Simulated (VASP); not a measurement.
# Os (Fm-3m) in VASP: a series of runs, part 3 of 3

VASP 6.6.1.

**4. Electric field gradients, PBEsol (14.13 Å³/atom)**

This run uses another cell than the first one, of 14.13 Å³/atom.

Contents of INCAR:

```
ALGO = Normal ; EDIFF = 1E-8
ENCUT = 520 ; GGA = PS
ISIF = 2 ; ISMEAR = -1
LASPH = True ; LCHARG = False
LEFG = True ; LREAL = False
LWAVE = False ; NBANDS = 10
NELM = 100 ; PREC = Accurate
SIGMA = 0.03
```

Contents of KPOINTS:

```
k-points
0
Gamma
  14 14 14
```

Contents of POSCAR:

```
Os
1.0
    0.0000000000      1.9187129938      1.9187129938
    1.9187129938      0.0000000000      1.9187129938
    1.9187129938      1.9187129938      0.0000000000
Os
1
Direct
    0.0000000000      0.0000000000      0.0000000000
```

Potentials or basis: VASP PAW PBE potentials, release 64 (Os).

The run is started by

```bash
$ cat potpaw_PBE.64/Os/POTCAR > POTCAR
$ mpirun -np 1 vasp_std > vasp.out
```

OUTCAR:

```text
EDIFF = 1E-8
   ENCUT = 520
   GGA = PS
   ISIF = 2
   ISMEAR = -1
   LASPH = True
   LREAL = False
   NELM = 100
   PREC = Accurate

 ion  position               nearest neighbor table
   1  0.000  0.000  0.000-

  LATTYP: Found a face centered cubic cell.
 ALAT       =     3.8374259876

  Lattice vectors:

 A1 = (   0.0000000000,   1.9187129938,   1.9187129938)
 A2 = (   1.9187129938,   0.0000000000,   1.9187129938)
[... 517 lines left out ...]
    total drift:                                0.000000     -0.000000     -0.000000

  FREE ENERGIE OF THE ION-ELECTRON SYSTEM (eV)
  ---------------------------------------------------
  free  energy   TOTEN  =       -12.0902910253 eV

  energy  without entropy=      -12.0858198858  energy(sigma->0) =      -12.08805546

 Electric field gradients (V/A^2)
---------------------------------------------------------------------
 ion       V_xx      V_yy      V_zz      V_xy      V_xz      V_yz
---------------------------------------------------------------------
   1      -0.000    -0.000     0.000    -0.000    -0.000    -0.000
---------------------------------------------------------------------

 Electric field gradients after diagonalization (V/A^2)
 (convention: |V_zz| > |V_xx| > |V_yy|)
----------------------------------------------------------------------
 ion       V_xx      V_yy      V_zz     asymmetry (V_yy - V_xx)/ V_zz
----------------------------------------------------------------------
   1       0.000     0.000    -0.000       0.000
----------------------------------------------------------------------

           NMR quadrupolar parameters

 Cq : quadrupolar parameter    Cq=e*Q*V_zz/h
 eta: asymmetry parameters     (V_yy - V_xx)/ V_zz
 Q  : nuclear electric quadrupole moment in mb (millibarn)
----------------------------------------------------------------------
 ion       Cq(MHz)       eta       Q (mb)
----------------------------------------------------------------------
   1      -0.000       0.000       1.000
----------------------------------------------------------------------
```

OSZICAR:

```text
N       E                     dE             d eps       ncg     rms          rms(c)
DAV:   1     0.363893630340E+02    0.36389E+02   -0.42214E+03  2152   0.743E+02
DAV:   2    -0.117740723731E+02   -0.48163E+02   -0.44395E+02  2136   0.202E+02
DAV:   3    -0.128538681516E+02   -0.10798E+01   -0.10750E+01  2470   0.281E+01
DAV:   4    -0.128566296906E+02   -0.27615E-02   -0.27602E-02  2270   0.153E+00
DAV:   5    -0.128566386907E+02   -0.90001E-05   -0.89994E-05  2294   0.829E-02    0.168E+01
DAV:   6    -0.122627580250E+02    0.59388E+00   -0.66671E-01  2472   0.646E+00    0.743E+00
DAV:   7    -0.120952044244E+02    0.16755E+00   -0.44711E-01  2544   0.503E+00    0.433E-01
DAV:   8    -0.120919912459E+02    0.32132E-02   -0.20477E-03  2160   0.372E-01    0.296E-01
DAV:   9    -0.120902964655E+02    0.16948E-02   -0.87078E-04  2272   0.322E-01    0.250E-02
DAV:  10    -0.120902937432E+02    0.27222E-05   -0.98149E-06  2260   0.230E-02    0.104E-02
DAV:  11    -0.120902910586E+02    0.26846E-05   -0.82193E-07  2286   0.136E-02    0.204E-03
DAV:  12    -0.120902910073E+02    0.51311E-07   -0.52327E-09  1446   0.655E-04    0.290E-04
DAV:  13    -0.120902910213E+02   -0.13976E-07   -0.62998E-10  1154   0.237E-04    0.151E-04
DAV:  14    -0.120902910253E+02   -0.39479E-08   -0.40063E-11  1092   0.633E-05
   1 F= -.12090291E+02 E0= -.12088055E+02  d E =-.447114E-02
```

stdout:

```text
POSCAR found type information on POSCAR Os
 POSCAR found :  1 types and       1 ions
 scaLAPACK will be used
 -----------------------------------------------------------------------------
|                                                                             |
|                                                                             |
|     You enforced a specific xc type in the INCAR file but a different       |
|     I HOPE YOU KNOW WHAT YOU ARE DOING!                                     |
|                                                                             |
 -----------------------------------------------------------------------------

 LDA part: xc-table for (Slater+PW92), standard interpolation
 POSCAR, INCAR and KPOINTS ok, starting setup
 FFT: planning ... GRIDC
 FFT: planning ... GRID_SOFT
 FFT: planning ... GRID
 WAVECAR not read
 entering main loop
ion   1
```

Run time: 24 s. Hardware: 1 thread of Intel Xeon 8259CL, shared host; peak memory 0.14 GiB.

Results:

| Item | Value |
| --- | --- |
| Free energy | -12.0903 eV |
| Pressure | -4.8 GPa |
| Band gap on the k mesh | zero (bands 4 and 5 overlap by 3.73 eV) |
| Largest electric field gradient by atom | zero within the noise of the run |

Levels at points of the mesh, in eV from the Fermi level:
```tsv
k point	band 1	band 2	band 3	band 4	band 5	band 6	band 7	band 8
(0.00, 0.00, 0.00)	-10.74	-2.92	-2.92	-2.92	0.10	0.10	14.33	20.07
(0.50, 0.00, 0.00)	-7.60	-3.08	-3.08	-0.20	2.48	2.48	8.92	13.85
(0.50, 0.50, 0.00)	-7.48	-6.77	2.36	2.45	3.17	3.17	12.16	12.25
```

Caveat: the cell stands under tension; the PAW data sets were made with another functional, which shifts forces and pressure a little; spin-orbit coupling is left out, which moves the levels of the heavy elements.

**5. Electric field gradients, PBEsol**

This run uses another cell than the first one, of 14.72 Å³/atom.

Contents of INCAR:

```
SYSTEM = Os
PREC = Accurate
ENCUT = 520
EDIFF = 1E-8
ISMEAR = -1
SIGMA = 0.03
LREAL = .FALSE.
LASPH = .TRUE.
NELM = 60
ALGO = Normal
ISIF = 2
LWAVE = .FALSE.
LCHARG = .FALSE.
GGA = PS
LEFG = .TRUE.
NBANDS = 10
```

Contents of KPOINTS:

```
Automatic mesh
0
G
  14 14 14
  0 0 0
```

Contents of POSCAR:

```
Os
1.0
    0.0000000000      1.9450000000      1.9450000000
    1.9450000000      0.0000000000      1.9450000000
    1.9450000000      1.9450000000      0.0000000000
Os
1
Direct
    0.0000000000      0.0000000000      0.0000000000
```

Potentials or basis: VASP PAW PBE potentials, release 64 (Os).

The run is started by

```bash
$ cat potpaw_PBE.64/Os/POTCAR > POTCAR
$ mpirun -np 1 vasp_std > vasp.out
```

OUTCAR:

```text
SYSTEM = Os
   PREC = Accurate
   ENCUT = 520
   EDIFF = 1E-8
   ISMEAR = -1
   LREAL = .FALSE.
   LASPH = .TRUE.
   NELM = 60
   ISIF = 2
   GGA = PS

 ion  position               nearest neighbor table
   1  0.000  0.000  0.000-

  LATTYP: Found a face centered cubic cell.
 ALAT       =     3.8900000000

  Lattice vectors:

 A1 = (   0.0000000000,   1.9450000000,   1.9450000000)
 A2 = (   1.9450000000,   0.0000000000,   1.9450000000)
 A3 = (   1.9450000000,   1.9450000000,   0.0000000000)

[... 515 lines left out ...]
    total drift:                                0.000000      0.000000     -0.000000

  FREE ENERGIE OF THE ION-ELECTRON SYSTEM (eV)
  ---------------------------------------------------
  free  energy   TOTEN  =       -12.0440126698 eV

  energy  without entropy=      -12.0394309360  energy(sigma->0) =      -12.04172180

 Electric field gradients (V/A^2)
---------------------------------------------------------------------
 ion       V_xx      V_yy      V_zz      V_xy      V_xz      V_yz
---------------------------------------------------------------------
   1      -0.000    -0.000     0.000    -0.000    -0.000    -0.000
---------------------------------------------------------------------

 Electric field gradients after diagonalization (V/A^2)
 (convention: |V_zz| > |V_xx| > |V_yy|)
----------------------------------------------------------------------
 ion       V_xx      V_yy      V_zz     asymmetry (V_yy - V_xx)/ V_zz
----------------------------------------------------------------------
   1       0.000     0.000    -0.000       0.000
----------------------------------------------------------------------

           NMR quadrupolar parameters

 Cq : quadrupolar parameter    Cq=e*Q*V_zz/h
 eta: asymmetry parameters     (V_yy - V_xx)/ V_zz
 Q  : nuclear electric quadrupole moment in mb (millibarn)
----------------------------------------------------------------------
 ion       Cq(MHz)       eta       Q (mb)
----------------------------------------------------------------------
   1      -0.000       0.000       1.000
----------------------------------------------------------------------
```

stdout:

```text
POSCAR found type information on POSCAR Os
 POSCAR found :  1 types and       1 ions
 scaLAPACK will be used
 -----------------------------------------------------------------------------
|                                                                             |
|                                                                             |
|     You enforced a specific xc type in the INCAR file but a different       |
|     I HOPE YOU KNOW WHAT YOU ARE DOING!                                     |
|                                                                             |
 -----------------------------------------------------------------------------

 LDA part: xc-table for (Slater+PW92), standard interpolation
 POSCAR, INCAR and KPOINTS ok, starting setup
 FFT: planning ... GRIDC
 FFT: planning ... GRID_SOFT
 FFT: planning ... GRID
 WAVECAR not read
 entering main loop
ion   1
```

Wall time 20 s (1 thread of Intel Xeon 8259CL, shared host); peak memory 0.13 GiB.

Results:

```yaml
Free_energy: -12.0440 eV
Pressure: -20.0 GPa
Band_gap_on_the_k_mesh: zero (bands 4 and 5 overlap by 3.48 eV)
Largest_electric_field_gradient_by_atom: zero within the noise of the run
```

Levels at points of the mesh, in eV from the Fermi level:
```csv
k point,band 1,band 2,band 3,band 4,band 5,band 6,band 7,band 8,band 9
"(0.00, 0.00, 0.00)",-10.38,-2.75,-2.75,-2.75,0.08,0.08,14.34,19.84,19.84
"(0.50, 0.00, 0.00)",-7.23,-2.90,-2.90,-0.19,2.31,2.31,8.39,13.85,19.91
"(0.50, 0.50, 0.00)",-7.07,-6.38,2.27,2.27,2.95,2.95,11.48,11.97,11.97
```

Caveat: the cell stands under tension; the PAW data sets were made with another functional, which shifts forces and pressure a little; spin-orbit coupling is left out, which moves the levels of the heavy elements.

**6. The runs side by side**

```tsv
cell	gap on the mesh (eV)	pressure (GPa)
a = 2.694 Å, angles 60.0°, 1 atom	none	4.3
a = 2.713 Å, angles 60.0°, 1 atom	none	-4.8
a = 2.751 Å, angles 60.0°, 1 atom	none	-20.0
```

Alike in all rows: task electric field gradients; level PBEsol; potentials or basis VASP PAW PBE potentials, release 64 (Os); no spin polarisation; k mesh 14 × 14 × 14; cutoff (eV) 520; smearing fermi-dirac 0.03 eV.

Caveats: the PAW data sets were made with another functional, which shifts forces and pressure a little; spin-orbit coupling is left out, which moves the levels of the heavy elements; the cell stands under tension (at least some runs); the cell stands under pressure (at least some runs).

Total energies depend on the potentials used, so only differences within one code and one set of settings carry meaning.
